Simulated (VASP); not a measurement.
Here is a VASP 6.6.1 calculation.

Contents of INCAR:

```
  PREC = Accurate
  ENCUT = 520
  EDIFF = 1E-6
  ISMEAR = 0
  SIGMA = 0.024
  LREAL = F
  LASPH = T
  NELM = 60
  ALGO = Normal
  ISIF = 2
  LWAVE = F
  LCHARG = T
  GGA = PE
  LELF = T
  LVHAR = T
  NBANDS = 10
```

Contents of KPOINTS:

```
regular mesh
0
Gamma
  12 12 12
```

POSCAR

```
Ir
1.0
    0.0000000000      1.9156000000      1.9156000000
    1.9156000000      0.0000000000      1.9156000000
    1.9156000000      1.9156000000      0.0000000000
Ir
1
Direct
    0.0000000000      0.0000000000      0.0000000000
```

Potentials or basis: VASP PAW PBE potentials, release 64 (Ir).

Command:

```console
$ cat potpaw_PBE.64/Ir/POTCAR > POTCAR
$ mpirun -np 1 vasp_std > vasp.out
```

Question: Estimate the pressure.

Answer: 11.8 GPa.
